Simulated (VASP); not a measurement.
# Ir (P6_3/mmc) in VASP: notebook

The runs below take Ir through single point, with PBEsol.

Program: VASP 6.6.1. These are calculated values, not measurements. Logs are shortened: lines on timing, memory, paths and dates and some standing lists are left out, and cuts for length are marked.

## Step 1: The cell of the first run

The structure is hexagonal, space group P6_3/mmc (No. 194). The conventional cell has a = 2.663 Å, b = 2.663 Å, c = 4.318 Å, α = 90.00°, β = 90.00°, γ = 120.00°. Within 3.5 Å of Ir (site symmetry -6m2) lie 12 Ir at 2.65 to 2.66 Å.

This isn't the form of Ir at room conditions, which is fcc.

## Step 2: Single point, PBEsol, collinear spin (13.26 Å³/atom)

INCAR reads:

```
PREC     = Accurate       # precision mode
ENCUT    = 520            # plane-wave cutoff, eV
EDIFF    = 1E-7           # SCF threshold, eV
ISMEAR   = 0              # smearing method
SIGMA    = 0.15           # smearing width, eV
LREAL    = False          # projectors in reciprocal space
LASPH    = True           # aspherical terms in the spheres
NELM     = 150            # most SCF steps
ALGO     = Normal         # electronic algorithm
ISIF     = 2              # what is computed and relaxed
LWAVE    = False          # write WAVECAR
LCHARG   = False          # write CHGCAR
ISPIN    = 2              # spin polarisation
MAGMOM   = 0.8 0.8        # initial moments
LORBIT   = 11             # projections on sites
NUPDOWN  = 1.6            # fixed moment
LMAXMIX  = 4              # l up to which the mixer works
GGA      = PS             # functional
NBANDS   = 20             # bands
```

KPOINTS reads:

```
regular mesh
0
Gamma
  21 21 12
```

POSCAR reads:

```
Ir
1.0
    2.6633313082      0.0000000000      0.0000000000
   -1.3316656541      2.3065125716      0.0000000000
    0.0000000000      0.0000000000      4.3180806037
Ir
2
Direct
    0.6666666667      0.3333333333      0.7500000000
    0.3333333333      0.6666666667      0.2500000000
```

Potentials or basis: VASP PAW PBE potentials, release 64 (Ir).

Launch:

```sh
> cat potpaw_PBE.64/Ir/POTCAR > POTCAR
> mpirun -np 1 vasp_std > vasp.out
```

OUTCAR:

```text
PREC = Accurate
   ENCUT = 520
   EDIFF = 1E-7
   ISMEAR = 0
   LREAL = False
   LASPH = True
   NELM = 150
   ISIF = 2
   ISPIN = 2
   LORBIT = 11
   NUPDOWN = 1.6
   GGA = PS

 ion  position               nearest neighbor table
   1  0.667  0.333  0.750-   2 2.65   2 2.65   2 2.65   2 2.65   2 2.65   2 2.65
   2  0.333  0.667  0.250-   1 2.65   1 2.65   1 2.65   1 2.65   1 2.65   1 2.65

  LATTYP: Found a hexagonal cell.
 ALAT       =     2.6633313082
 C/A-ratio  =     1.6213080928

  Lattice vectors:

 A1 = (   2.6633313082,   0.0000000000,   0.0000000000)
 A2 = (  -1.3316656541,   2.3065125716,   0.0000000000)
 A3 = (   0.0000000000,   0.0000000000,   4.3180806037)

Analysis of symmetry for initial positions (statically):
=====================================================================
 Subroutine PRICEL returns:
 Original cell was already a primitive cell.

 Routine SETGRP: Setting up the symmetry group for a
 hexagonal supercell.

 Subroutine GETGRP returns: Found 24 space group operations
 (whereof 12 operations were pure point group operations)
 out of a pool of 24 trial point group operations.

The static configuration has the point symmetry D_3d.
 The point group associated with its full space group is D_6h.

Analysis of symmetry for dynamics (positions and initial velocities):
=====================================================================
 Subroutine PRICEL returns:
 Original cell was already a primitive cell.

 Routine SETGRP: Setting up the symmetry group for a
 hexagonal supercell.

 Subroutine GETGRP returns: Found 24 space group operations
 (whereof 12 operations were pure point group operations)
 out of a pool of 24 trial point group operations.

The dynamic configuration has the point symmetry D_3d.
 The point group associated with its full space group is D_6h.

Analysis of structural, dynamic, and magnetic symmetry:
=====================================================================
 Subroutine PRICEL returns:
 Original cell was already a primitive cell.

 Routine SETGRP: Setting up the symmetry group for a
 hexagonal supercell.

 Subroutine GETGRP returns: Found 24 space group operations
 (whereof 12 operations were pure point group operations)
 out of a pool of 24 trial point group operations.

The overall configuration has the point symmetry D_3d.
 The point group associated with its full space group is D_6h.

 Subroutine INISYM returns: Found 24 space group operations
[... 117 lines left out ...]
     AMIX_MAG =   1.60;   BMIX_MAG =  1.00
  volume/ion in A,a.u.               =      13.26        89.50
  Fermi-wavevector in a.u.,A,eV,Ry     =   1.438606  2.718570 28.158428  2.069586
  Thomas-Fermi vector in A             =   2.557554
   LORBIT       =     11    0 simple, 1 ext, 2 COOP (PROOUT), +10 PAW based schemes
   GGA     = PS    functional components
   LHFCALC =     F    Hartree Fock is set to
   AEXX    =    0.0000 exact exchange contribution
   IVDW    =     0    specifies the selected vdW correction
   LEPSILON=     F    determine dielectric tensor
   LRPA    =     F    only Hartree local field effects (RPA)
 spin polarized calculation
 Gauss-broadening in eV      SIGMA  =   0.15
  energy-cutoff  :      520.00
  volume of cell :       26.53
 maximum number of plane-waves:       756
 NGX is ok and might be reduce to    20
   NGX =  9   NGY =  9   NGZ = 17

 number of electron      17.9999998 magnetization       1.6000000

 Free energy of the ion-electron system (eV)
  ---------------------------------------------------
  ext. energy  EPLUGINS =         0.00000000
  ---------------------------------------------------
  free energy    TOTEN  =       -18.93717974 eV

  energy without entropy =      -18.91270279  energy(sigma->0) =      -18.92494126

 E-fermi :  10.8654     XC(G=0): -14.4749

 val. band max:       11.9285794990   @ k =   0.4286   0.1429   0.5000
 cond. band min:      10.8736928950   @ k =   0.0476   0.0476   0.4167
 fundamental gap:     -1.0548866041
 Fermi energy:        11.9355215700

 spin component 1

 k-point     1 :       0.0000    0.0000    0.0000
  band No.  band energies     occupation
      1      -0.6020      1.00000
      2       2.4014      1.00000
      3       6.9375      1.00000
      4       7.0284      1.00000
      5       7.0284      1.00000
      6       7.7651      1.00000
[... 541 lines left out ...]
     19      32.9371      0.00000
     20      35.3812      0.00000

 [... further k-points ...]

 spin component 2

 k-point     1 :       0.0000    0.0000    0.0000
  band No.  band energies     occupation
      1      -0.3918      1.00000
      2       2.7569      1.00000
      3       7.4389      1.00000
      4       7.5205      1.00000
      5       7.5205      1.00000
      6       8.2722      1.00000
[... 541 lines left out ...]
     19      33.1616      0.00000
     20      35.6759      0.00000

 [... further k-points ...]

------------------------ aborting loop because EDIFF is reached ----------------------------------------

  FORCE on cell =-STRESS in cart. coord.  units (eV):
  Direction    XX          YY          ZZ          XY          YZ          ZX
  --------------------------------------------------------------------------------------
  -------------------------------------------------------------------------------------
  Total        5.9194348      5.9194348      6.0103090      0.0000000      0.0000000      0.0000000
  in kB      357.5354063    357.5354063    363.0242321      0.0000000      0.0000000      0.0000000
  external PRESSURE =     359.3650149 kB  Pullay stress =       0.0000000 kB

 VOLUME and BASIS-vectors are now :
 -----------------------------------------------------------------------------
  energy-cutoff  :      520.00
  volume of cell :       26.53
      direct lattice vectors                 reciprocal lattice vectors
     2.663331308  0.000000000  0.000000000     0.375469622  0.216777487  0.000000000
    -1.331665654  2.306512572  0.000000000     0.000000000  0.433554975  0.000000000
     0.000000000  0.000000000  4.318080604     0.000000000  0.000000000  0.231584376

 POSITION                                       TOTAL-FORCE (eV/Angst)
 -----------------------------------------------------------------------------------
      1.33167      0.76884      3.23856        -0.000000      0.000000      0.000000
     -0.00000      1.53768      1.07952         0.000000     -0.000000      0.000000
 -----------------------------------------------------------------------------------
    total drift:                               -0.000000      0.000000     -0.000000

  FREE ENERGIE OF THE ION-ELECTRON SYSTEM (eV)
  ---------------------------------------------------
  free  energy   TOTEN  =       -18.9371797403 eV

  energy  without entropy=      -18.9127027867  energy(sigma->0) =      -18.92494126

 total charge

# of ion       s       p       d       tot
------------------------------------------
    1        0.708   0.835   7.091   8.634
    2        0.708   0.835   7.091   8.634
--------------------------------------------------
tot          1.417   1.670  14.182  17.269

 magnetization (x)

# of ion       s       p       d       tot
------------------------------------------
    1        0.005   0.009   0.765   0.778
    2        0.005   0.009   0.765   0.778
--------------------------------------------------
tot          0.009   0.018   1.529   1.557
```

Wall time 1.8 min (1 thread of Intel Xeon 6975P-C (Granite Rapids), shared host); peak memory 0.34 GiB.

What came out:

| Quantity | Value |
| --- | --- |
| Free energy | -18.9372 eV |
| Pressure | 35.9 GPa |
| Net moment | 1.60 μB per cell |
| Site moments | Ir +0.78 μB |
| Valence electrons inside the program's atomic spheres | Ir 8.63 |

Stress tensor (GPa, compression positive):
```
35.75  0.00  0.00
 0.00 35.75  0.00
 0.00  0.00 36.30
```

Caveat: the cell stands under pressure; the PAW data sets were made with another functional, which shifts forces and pressure a little; spin-orbit coupling is left out, which moves the levels of the heavy elements; the total moment is fixed, so each spin has its own Fermi level.

## Step 3: Single point, PBEsol, collinear spin (13.26 Å³/atom)

INCAR reads:

```
  ALGO = Normal
  EDIFF = 1E-7
  ENCUT = 520
  GGA = PS
  ISIF = 2
  ISMEAR = 0
  ISPIN = 2
  LASPH = T
  LCHARG = F
  LMAXMIX = 4
  LORBIT = 11
  LREAL = F
  LWAVE = F
  MAGMOM = 0.2 0.2
  NBANDS = 20
  NELM = 150
  NUPDOWN = 0.4
  PREC = Accurate
  SIGMA = 0.15
```

KPOINTS reads:

```
k-points
0
Gamma
  21 21 12
```

POSCAR is that of step 2.

Potentials or basis: VASP PAW PBE potentials, release 64 (Ir).

Launch:

```sh
> cat potpaw_PBE.64/Ir/POTCAR > POTCAR
> mpirun -np 1 vasp_std > vasp.out
```

Run time: 1.7 min. Hardware: 1 thread of Intel Xeon 6975P-C (Granite Rapids), shared host; peak memory 0.35 GiB.

Results (log left out):

```yaml
Free_energy: -19.3179 eV
Pressure: 29.9 GPa
Net_moment: 0.40 μB per cell
Site_moments: Ir +0.19 μB
Valence_electrons_inside_the_program's_atomic_spheres: Ir 8.63
```

Stress tensor (GPa, compression positive):
```
29.63  0.00  0.00
 0.00 29.63  0.00
 0.00  0.00 30.30
```

Caveat: the cell stands under pressure; the PAW data sets were made with another functional, which shifts forces and pressure a little; spin-orbit coupling is left out, which moves the levels of the heavy elements; the total moment is fixed, so each spin has its own Fermi level.

## Step 4: Single point, PBEsol, collinear spin (16.65 Å³/atom)

This run uses another cell than the first one, of 16.65 Å³/atom.

INCAR reads:

```
PREC = Accurate ; ENCUT = 520
EDIFF = 1E-7 ; ISMEAR = 0
SIGMA = 0.15 ; LREAL = False
LASPH = True ; NELM = 150
ALGO = Normal ; ISIF = 2
LWAVE = False ; LCHARG = True
ISPIN = 2 ; MAGMOM = 0.3 0.3
LORBIT = 11 ; NUPDOWN = 0.6
LMAXMIX = 4 ; GGA = PS
LELF = True ; LVHAR = True
NBANDS = 20
```

KPOINTS reads:

```
regular mesh
0
Gamma
  21 21 12
```

POSCAR reads:

```
Ir
1.0
    2.8730332727      0.0000000000      0.0000000000
   -1.4365166364      2.4881198000      0.0000000000
    0.0000000000      0.0000000000      4.6580720957
Ir
2
Direct
    0.6666666667      0.3333333333      0.7500000000
    0.3333333333      0.6666666667      0.2500000000
```

Launch:

```sh
> cat potpaw_PBE.64/Ir/POTCAR > POTCAR
> mpirun -np 1 vasp_std > vasp.out
```

Wall time 2.1 min (1 thread of Intel Xeon 6975P-C (Granite Rapids), shared host); peak memory 0.41 GiB.

The run converged. Its results:

- Free energy: -18.7123 eV
- Pressure: -40.6 GPa
- Net moment: 0.60 μB per cell
- Site moments: Ir +0.29 μB
- Valence electrons inside the program's atomic spheres: Ir 7.91

Stress tensor (GPa, compression positive):
```
-40.18   0.00   0.00
  0.00 -40.18   0.00
  0.00   0.00 -41.30
```

Caveat: the cell stands under tension; the PAW data sets were made with another functional, which shifts forces and pressure a little; spin-orbit coupling is left out, which moves the levels of the heavy elements; the total moment is fixed, so each spin has its own Fermi level.

## Step 5: Single point, PBEsol, collinear spin (13.26 Å³/atom)

INCAR reads:

```
  ALGO = Normal
  EDIFF = 1E-6
  ENCUT = 520
  GGA = PS
  ISIF = 2
  ISMEAR = 0
  ISPIN = 2
  LASPH = T
  LCHARG = F
  LMAXMIX = 4
  LORBIT = 11
  LREAL = F
  LWAVE = F
  MAGMOM = 0.5 0.5
  NBANDS = 20
  NELM = 150
  NUPDOWN = 1.0
  PREC = Accurate
  SIGMA = 0.15
```

KPOINTS reads:

```
k-points
0
Gamma
  21 21 12
```

POSCAR reads:

```
Ir
1.0
    2.6633313082      0.0000000000      0.0000000000
   -1.3316656541      2.3065125716      0.0000000000
    0.0000000000      0.0000000000      4.3180806037
Ir
2
Direct
    0.6666666667      0.3333333333      0.7500000000
    0.3333333333      0.6666666667      0.2500000000
```

Launch:

```sh
> cat potpaw_PBE.64/Ir/POTCAR > POTCAR
> mpirun -np 1 vasp_std > vasp.out
```

Run time: 1.8 min. Hardware: 1 thread of Intel Xeon 6975P-C (Granite Rapids), shared host; peak memory 0.35 GiB.

Results (log left out):

```yaml
Free_energy: -19.1866 eV
Pressure: 32.0 GPa
Net_moment: 1.00 μB per cell
Site_moments: Ir +0.49 μB
Valence_electrons_inside_the_program's_atomic_spheres: Ir 8.63
```

Caveat: the cell stands under pressure; the PAW data sets were made with another functional, which shifts forces and pressure a little; spin-orbit coupling is left out, which moves the levels of the heavy elements; the total moment is fixed, so each spin has its own Fermi level.

## Step 6: The runs side by side

| fixed moment (μB) | cell | pressure (GPa) | moment (μB) |
| --- | --- | --- | --- |
| 1.6 | a = 2.663, b = 2.663, c = 4.318 Å, angles 90.0, 90.0, 120.0°, 2 atoms | 35.9 | 1.60 |
| 0.4 | a = 2.663, b = 2.663, c = 4.318 Å, angles 90.0, 90.0, 120.0°, 2 atoms | 29.9 | 0.40 |
| 0.6 | a = 2.873, b = 2.873, c = 4.658 Å, angles 90.0, 90.0, 120.0°, 2 atoms | -40.6 | 0.60 |
| 1.0 | a = 2.663, b = 2.663, c = 4.318 Å, angles 90.0, 90.0, 120.0°, 2 atoms | 32.0 | 1.00 |

Alike in all rows: task single point; level PBEsol; potentials or basis VASP PAW PBE potentials, release 64 (Ir); spin collinear; k mesh 21 × 21 × 12; cutoff (eV) 520; smearing gaussian 0.15 eV.

Caveats: the PAW data sets were made with another functional, which shifts forces and pressure a little; spin-orbit coupling is left out, which moves the levels of the heavy elements; the total moment is fixed, so each spin has its own Fermi level; the cell stands under pressure (at least some runs); the cell stands under tension (at least some runs).

Absolute energies hang on the potentials; compare differences alone.
